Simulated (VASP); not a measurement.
# Sb (R-3m) in VASP: settings compared, part 2 of 3

VASP 6.6.1.

## Step 4: Electric field gradients, LDA

This run uses another cell than the first one, of 29.99 Å³/atom, 0.980 times its volume.

INCAR

```
ALGO     = Normal         # electronic algorithm
EDIFF    = 1E-8           # SCF threshold, eV
ENCUT    = 400            # plane-wave cutoff, eV
GGA      = CA             # functional
GGA_COMPAT= False        
ISIF     = 2              # what is computed and relaxed
ISMEAR   = -1             # smearing method
LASPH    = True           # aspherical terms in the spheres
LCHARG   = False          # write CHGCAR
LEFG     = True         
LREAL    = False          # projectors in reciprocal space
LWAVE    = False          # write WAVECAR
NBANDS   = 22             # bands
NELM     = 120            # most SCF steps
PREC     = Accurate       # precision mode
SIGMA    = 0.05           # smearing width, eV
```

KPOINTS

```
k-points
0
Gamma
  9 9 9
```

POSCAR

```
Sb
1.0
    2.1506003320      1.2416496806      3.7440000000
   -2.1506003320      1.2416496806      3.7440000000
    0.0000000000     -2.4832993611      3.7440000000
Sb
2
Direct
    0.2336400000      0.2336400000      0.2336400000
    0.7663600000      0.7663600000      0.7663600000
```

Potentials or basis: VASP PAW LDA potentials, release 64 (Sb_d_GW).

Run with:

```sh
$ cat potpaw_LDA.64/Sb_d_GW/POTCAR > POTCAR
$ mpirun -np 1 vasp_std > vasp.out
```

OUTCAR:

```text
EDIFF = 1E-8
   ENCUT = 400
   GGA = CA
   ISIF = 2
   ISMEAR = -1
   LASPH = True
   LREAL = False
   NELM = 120
   PREC = Accurate

 ion  position               nearest neighbor table
   1  0.234  0.234  0.234-   2 2.90   2 2.90   2 2.90   2 3.34   2 3.34   2 3.34
   2  0.766  0.766  0.766-   1 2.90   1 2.90   1 2.90   1 3.34   1 3.34   1 3.34

  LATTYP: Found a trigonal (rhomboedric) cell.
 ALAT       =     4.4926953733
 COS(alpha) =     0.5417151843

  Lattice vectors:

 A1 = (   2.1506003320,   1.2416496806,   3.7440000000)
 A2 = (  -2.1506003320,   1.2416496806,   3.7440000000)
 A3 = (   0.0000000000,  -2.4832993611,   3.7440000000)

Analysis of symmetry for initial positions (statically):
=====================================================================
 Subroutine PRICEL returns:
 Original cell was already a primitive cell.

 Routine SETGRP: Setting up the symmetry group for a
 trigonal (rhombohedral) supercell.

 Subroutine GETGRP returns: Found 12 space group operations
 (whereof 12 operations were pure point group operations)
 out of a pool of 12 trial point group operations.

The static configuration has the point symmetry D_3d.

Analysis of symmetry for dynamics (positions and initial velocities):
=====================================================================
 Subroutine PRICEL returns:
 Original cell was already a primitive cell.

 Routine SETGRP: Setting up the symmetry group for a
 trigonal (rhombohedral) supercell.

 Subroutine GETGRP returns: Found 12 space group operations
 (whereof 12 operations were pure point group operations)
 out of a pool of 12 trial point group operations.

The dynamic configuration has the point symmetry D_3d.

 Subroutine INISYM returns: Found 12 space group operations
 (whereof 12 operations are pure point group operations),
 and found     1 'primitive' translations

----------------------------------------------------------------------------------------

                                     Primitive cell

  volume of cell :      59.9854

  direct lattice vectors                    reciprocal lattice vectors
     2.150600332  1.241649681  3.744000000     0.232493222  0.134230024  0.089031339
    -2.150600332  1.241649681  3.744000000    -0.232493222  0.134230024  0.089031339
     0.000000000 -2.483299361  3.744000000     0.000000000 -0.268460048  0.089031339

  length of vectors
     4.492695373  4.492695373  4.492695373     0.282838075  0.282838075  0.282838075

  position of ions in fractional coordinates (direct lattice)
     0.233640000  0.233640000  0.233640000
     0.766360000  0.766360000  0.766360000

  ion indices of the primitive-cell ions
   primitive index   ion index
                 1           1
                 2           2

----------------------------------------------------------------------------------------

 KPOINTS: k-points

Automatic generation of k-mesh.
 Grid dimensions read from file:
 generate k-points for:    9    9    9
[... 69 lines left out ...]
   NFREE  =      0    steps in history (QN), initial steepest desc. (CG)
   ISIF   =      2    stress and relaxation
   ISYM   =      2    0-nonsym 1-usesym 2-fastsym
   POTIM  = 0.5000    time-step for ionic-motion
   TEBEG  =    0.0;   TEEND  =   0.0 temperature during run
   PSTRESS=    0.0 pullay stress
   NELECT =      30.0000    total number of electrons
   NUPDOWN=      -1.0000    fix difference up-down
   EMIN   =  10.00;   EMAX   =-10.00  energy-range for DOS
   EFERMI =   0.00;   METHOD = LEGACY
   ISMEAR =    -1;   SIGMA  =   0.05  broadening in eV -4-tet -1-fermi 0-gaus
   EFERMI_NEDOS =   21; number of points for ismear=-14 and -15
   IALGO  =     38    algorithm
   IMIX   =      4    mixing-type and parameters
     AMIX     =   0.40;   BMIX     =  1.00
     AMIX_MAG =   1.60;   BMIX_MAG =  1.00
  volume/ion in A,a.u.               =      29.99       202.40
  Fermi-wavevector in a.u.,A,eV,Ry     =   1.299471  2.455644 22.975140  1.688625
  Thomas-Fermi vector in A             =   2.430733
   LORBIT       =      0    0 simple, 1 ext, 2 COOP (PROOUT), +10 PAW based schemes
   GGA     = CA    functional components
   LHFCALC =     F    Hartree Fock is set to
   AEXX    =    0.0000 exact exchange contribution
   IVDW    =     0    specifies the selected vdW correction
   LEPSILON=     F    determine dielectric tensor
   LRPA    =     F    only Hartree local field effects (RPA)
 non-spin polarized calculation
  energy-cutoff  :      400.00
  volume of cell :       59.99
 maximum number of plane-waves:      1101
 NGX is ok and might be reduce to    30
   NGX = 15   NGY = 15   NGZ = 15

 number of electron      29.9999994 magnetization

 Free energy of the ion-electron system (eV)
  ---------------------------------------------------
  ext. energy  EPLUGINS =         0.00000000
  ---------------------------------------------------
  free energy    TOTEN  =        -9.64126334 eV

  energy without entropy =       -9.63965107  energy(sigma->0) =       -9.64045721

 E-fermi :   5.1951     XC(G=0): -10.1846

 val. band max:        5.1378580250   @ k =   0.3333   0.2222   0.2222
 cond. band min:       5.2245826691   @ k =   0.4444  -0.0000   0.0000
 fundamental gap:      0.0867246441
 Fermi energy:         5.1950741815

 k-point     1 :       0.0000    0.0000    0.0000
  band No.  band energies     occupation
      1     -24.1334      2.00000
      2     -24.1334      2.00000
      3     -24.0400      2.00000
      4     -24.0400      2.00000
      5     -24.0153      2.00000
      6     -23.9226      2.00000
[... 589 lines left out ...]
     21      14.9746      0.00000
     22      16.3941      0.00000

 [... further k-points ...]

------------------------ aborting loop because EDIFF is reached ----------------------------------------

  FORCE on cell =-STRESS in cart. coord.  units (eV):
  Direction    XX          YY          ZZ          XY          YZ          ZX
  --------------------------------------------------------------------------------------
  -------------------------------------------------------------------------------------
  Total       -0.3419155     -0.3419155     -0.4974457      0.0000000     -0.0000000      0.0000000
  in kB       -9.1323703     -9.1323703    -13.2864948      0.0000000     -0.0000000      0.0000000
  external PRESSURE =     -10.5170785 kB  Pullay stress =       0.0000000 kB

 VOLUME and BASIS-vectors are now :
 -----------------------------------------------------------------------------
  energy-cutoff  :      400.00
  volume of cell :       59.99
      direct lattice vectors                 reciprocal lattice vectors
     2.150600332  1.241649681  3.744000000     0.232493222  0.134230024  0.089031339
    -2.150600332  1.241649681  3.744000000    -0.232493222  0.134230024  0.089031339
     0.000000000 -2.483299361  3.744000000     0.000000000 -0.268460048  0.089031339

 POSITION                                       TOTAL-FORCE (eV/Angst)
 -----------------------------------------------------------------------------------
      0.00000      0.00000      2.62424         0.000000      0.000000      0.064202
      0.00000      0.00000      8.60776         0.000000     -0.000000     -0.064202
 -----------------------------------------------------------------------------------
    total drift:                               -0.000000      0.000000      0.000000

  FREE ENERGIE OF THE ION-ELECTRON SYSTEM (eV)
  ---------------------------------------------------
  free  energy   TOTEN  =        -9.6412633404 eV

  energy  without entropy=       -9.6396510748  energy(sigma->0) =       -9.64045721

 Electric field gradients (V/A^2)
---------------------------------------------------------------------
 ion       V_xx      V_yy      V_zz      V_xy      V_xz      V_yz
---------------------------------------------------------------------
   1      23.383    23.383   -46.766     0.000    -0.000    -0.000
   2      23.383    23.383   -46.766    -0.000    -0.000    -0.000
---------------------------------------------------------------------

 Electric field gradients after diagonalization (V/A^2)
 (convention: |V_zz| > |V_xx| > |V_yy|)
----------------------------------------------------------------------
 ion       V_xx      V_yy      V_zz     asymmetry (V_yy - V_xx)/ V_zz
----------------------------------------------------------------------
   1      23.383    23.383   -46.766       0.000
   2      23.383    23.383   -46.766       0.000
----------------------------------------------------------------------

           NMR quadrupolar parameters

 Cq : quadrupolar parameter    Cq=e*Q*V_zz/h
 eta: asymmetry parameters     (V_yy - V_xx)/ V_zz
 Q  : nuclear electric quadrupole moment in mb (millibarn)
----------------------------------------------------------------------
 ion       Cq(MHz)       eta       Q (mb)
----------------------------------------------------------------------
   1      -0.113       0.000       1.000
   2      -0.113       0.000       1.000
----------------------------------------------------------------------
```

Run time: 65 s. Hardware: 1 thread of Intel Xeon 6975P-C (Granite Rapids), shared host; peak memory 0.2 GiB.

Results:

- Free energy: -9.6413 eV
- Pressure: -1.1 GPa
- Largest force: 0.064 eV/Å
- Band gap on the k mesh: 0.09 eV, indirect (least direct gap 0.49 eV)

Forces in eV/Å, atoms in the order of the input:
```
Sb   0.000  0.000  0.064
Sb   0.000  0.000 -0.064
```

Stress tensor (GPa, compression positive):
```
-0.91  0.00  0.00
 0.00 -0.91  0.00
 0.00  0.00 -1.33
```

Electric field gradients, principal values (V/Å²):
```tsv
atom	least	middle	greatest (by size)
1 Sb	23.383	23.383	-46.766
2 Sb	23.383	23.383	-46.766
```

Caveat: without QUAD_EFG the Cq values of the log hold for a quadrupole moment of 1 mb, not for the nuclei; spin-orbit coupling is left out, which moves the levels of the heavy elements. A k mesh can miss the band edges.

## Step 5: Electric field gradients, r2SCAN

This run uses another cell than the first one, of 29.99 Å³/atom, 0.980 times its volume.

POSCAR is that of step 4.

INCAR.step1

```
PREC     = Accurate       # precision mode
ENCUT    = 520            # plane-wave cutoff, eV
ISMEAR   = -1             # smearing method
SIGMA    = 0.05           # smearing width, eV
LREAL    = False          # projectors in reciprocal space
LASPH    = True           # aspherical terms in the spheres
NELM     = 80             # most SCF steps
NBANDS   = 12             # bands
GGA      = PE             # functional
ALGO     = Normal         # electronic algorithm
EDIFF    = 1E-4           # SCF threshold, eV
LWAVE    = True           # write WAVECAR
LCHARG   = False          # write CHGCAR
```

INCAR.step2

```
PREC     = Accurate       # precision mode
ENCUT    = 520            # plane-wave cutoff, eV
EDIFF    = 1E-8           # SCF threshold, eV
ISMEAR   = -1             # smearing method
SIGMA    = 0.05           # smearing width, eV
LREAL    = False          # projectors in reciprocal space
LASPH    = True           # aspherical terms in the spheres
NELM     = 80             # most SCF steps
ALGO     = Normal         # electronic algorithm
ISIF     = 2              # what is computed and relaxed
LWAVE    = False          # write WAVECAR
LCHARG   = False          # write CHGCAR
METAGGA  = R2SCAN         # meta-GGA
LMIXTAU  = True         
LEFG     = True         
NBANDS   = 12             # bands
ISTART   = 1
```

KPOINTS

```
Automatic mesh
0
Gamma
  11 11 11
```

Potentials or basis: VASP PAW PBE potentials, release 64 (Sb).

Run with:

```sh
$ cat potpaw_PBE.64/Sb/POTCAR > POTCAR
$ cp INCAR.step1 INCAR
$ mpirun -np 1 vasp_std > vasp.out
$ cp INCAR.step2 INCAR
$ mpirun -np 1 vasp_std > vasp.out
```

OUTCAR:

```text
PREC = Accurate
   ENCUT = 520
   EDIFF = 1E-8
   ISMEAR = -1
   LREAL = False
   LASPH = True
   NELM = 80
   ISIF = 2
   METAGGA = R2SCAN
   ISTART = 1

 ion  position               nearest neighbor table
   1  0.234  0.234  0.234-   2 2.90   2 2.90   2 2.90   2 3.34   2 3.34   2 3.34
   2  0.766  0.766  0.766-   1 2.90   1 2.90   1 2.90   1 3.34   1 3.34   1 3.34

  LATTYP: Found a trigonal (rhomboedric) cell.
 ALAT       =     4.4926953733
 COS(alpha) =     0.5417151843

  Lattice vectors:

 A1 = (   2.1506003320,   1.2416496806,   3.7440000000)
 A2 = (  -2.1506003320,   1.2416496806,   3.7440000000)
 A3 = (   0.0000000000,  -2.4832993611,   3.7440000000)

Analysis of symmetry for initial positions (statically):
=====================================================================
 Subroutine PRICEL returns:
 Original cell was already a primitive cell.

 Routine SETGRP: Setting up the symmetry group for a
 trigonal (rhombohedral) supercell.

 Subroutine GETGRP returns: Found 12 space group operations
 (whereof 12 operations were pure point group operations)
 out of a pool of 12 trial point group operations.

The static configuration has the point symmetry D_3d.

Analysis of symmetry for dynamics (positions and initial velocities):
=====================================================================
 Subroutine PRICEL returns:
 Original cell was already a primitive cell.

 Routine SETGRP: Setting up the symmetry group for a
 trigonal (rhombohedral) supercell.

 Subroutine GETGRP returns: Found 12 space group operations
 (whereof 12 operations were pure point group operations)
 out of a pool of 12 trial point group operations.

[... 506 lines left out ...]
      5       6.1867      2.00000
      6       7.8327      0.00062
      7       8.2061      0.00000
      8      10.9225      0.00000
      9      12.0211      0.00000
     10      13.5711      0.00000
     11      15.7390      0.00000
     12      15.7842      0.00000

 [... further k-points ...]

------------------------ aborting loop because EDIFF is reached ----------------------------------------

  FORCE on cell =-STRESS in cart. coord.  units (eV):
  Direction    XX          YY          ZZ          XY          YZ          ZX
  --------------------------------------------------------------------------------------
  -------------------------------------------------------------------------------------
  Total        0.8461336      0.8461336      0.7736458      0.0000000      0.0000000     -0.0000000
  in kB       22.5997502     22.5997502     20.6636431      0.0000000      0.0000000     -0.0000000
  external PRESSURE =      21.9543812 kB  Pullay stress =       0.0000000 kB

 VOLUME and BASIS-vectors are now :
 -----------------------------------------------------------------------------
  energy-cutoff  :      520.00
  volume of cell :       59.99
      direct lattice vectors                 reciprocal lattice vectors
     2.150600332  1.241649681  3.744000000     0.232493222  0.134230024  0.089031339
    -2.150600332  1.241649681  3.744000000    -0.232493222  0.134230024  0.089031339
     0.000000000 -2.483299361  3.744000000     0.000000000 -0.268460048  0.089031339

 POSITION                                       TOTAL-FORCE (eV/Angst)
 -----------------------------------------------------------------------------------
      0.00000      0.00000      2.62424         0.000000      0.000000      0.110497
      0.00000      0.00000      8.60776         0.000000     -0.000000     -0.110497
 -----------------------------------------------------------------------------------
    total drift:                                0.000000     -0.000000      0.000000

  FREE ENERGIE OF THE ION-ELECTRON SYSTEM (eV)
  ---------------------------------------------------
  free  energy   TOTEN  =       -51.3783086901 eV

  energy  without entropy=      -51.3767208854  energy(sigma->0) =      -51.37751479

 Electric field gradients (V/A^2)
---------------------------------------------------------------------
 ion       V_xx      V_yy      V_zz      V_xy      V_xz      V_yz
---------------------------------------------------------------------
   1      28.240    28.240   -56.481     0.000     0.000    -0.000
   2      28.240    28.240   -56.481     0.000     0.000    -0.000
---------------------------------------------------------------------

 Electric field gradients after diagonalization (V/A^2)
 (convention: |V_zz| > |V_xx| > |V_yy|)
----------------------------------------------------------------------
 ion       V_xx      V_yy      V_zz     asymmetry (V_yy - V_xx)/ V_zz
----------------------------------------------------------------------
   1      28.240    28.240   -56.481       0.000
   2      28.240    28.240   -56.481       0.000
----------------------------------------------------------------------

           NMR quadrupolar parameters

 Cq : quadrupolar parameter    Cq=e*Q*V_zz/h
 eta: asymmetry parameters     (V_yy - V_xx)/ V_zz
 Q  : nuclear electric quadrupole moment in mb (millibarn)
----------------------------------------------------------------------
 ion       Cq(MHz)       eta       Q (mb)
----------------------------------------------------------------------
   1      -0.137       0.000       1.000
   2      -0.137       0.000       1.000
----------------------------------------------------------------------
```

OSZICAR.step1:

```text
N       E                     dE             d eps       ncg     rms          rms(c)
DAV:   1     0.345920938183E+02    0.34592E+02   -0.35563E+03  3504   0.654E+02
DAV:   2    -0.633815989785E+01   -0.40930E+02   -0.39571E+02  4716   0.107E+02
DAV:   3    -0.823170946569E+01   -0.18935E+01   -0.18831E+01  4288   0.256E+01
DAV:   4    -0.824766727631E+01   -0.15958E-01   -0.15956E-01  4080   0.283E+00
DAV:   5    -0.824786360257E+01   -0.19633E-03   -0.19633E-03  4284   0.342E-01    0.305E+00
DAV:   6    -0.824600590857E+01    0.18577E-02   -0.27840E-03  4096   0.341E-01    0.185E+00
DAV:   7    -0.824531192263E+01    0.69399E-03   -0.65907E-03  4064   0.520E-01    0.756E-02
DAV:   8    -0.824542382850E+01   -0.11191E-03   -0.22654E-04  4296   0.914E-02    0.261E-02
DAV:   9    -0.824545373352E+01   -0.29905E-04   -0.42889E-05  2716   0.399E-02
   1 F= -.82454537E+01 E0= -.82447523E+01  d E =-.140290E-02
```

It took 12 min on 1 thread of AMD EPYC 7R13, shared host; peak memory 0.24 GiB.

What came out:

| Quantity | Value |
| --- | --- |
| Free energy | -51.3783 eV |
| Pressure | 2.2 GPa |
| Largest force | 0.110 eV/Å |
| Band gap on the k mesh | zero (band 5 reaches 7.57 eV, above the bottom of band 6 at 7.38 eV) |

Forces on the atoms (eV/Å):
```
Sb   0.000  0.000  0.110
Sb   0.000  0.000 -0.110
```

Levels at points of the mesh, in eV from the Fermi level:
| k point | band 1 | band 2 | band 3 | band 4 | band 5 | band 6 | band 7 | band 8 | band 9 | band 10 |
| --- | --- | --- | --- | --- | --- | --- | --- | --- | --- | --- |
| (0.00, 0.00, 0.00) | -13.49 | -4.84 | -2.38 | -2.13 | -2.13 | 2.07 | 2.72 | 2.72 | 5.30 | 5.30 |

Electric field gradients, principal values (V/Å²):
| atom | least | middle | greatest (by size) |
| --- | --- | --- | --- |
| 1 Sb | 28.240 | 28.240 | -56.481 |
| 2 Sb | 28.240 | 28.240 | -56.481 |

Caveat: without QUAD_EFG the Cq values of the log hold for a quadrupole moment of 1 mb, not for the nuclei; the PAW data sets were made with another functional, which shifts forces and pressure a little; spin-orbit coupling is left out, which moves the levels of the heavy elements.

(Continued in part 3 of 3.)
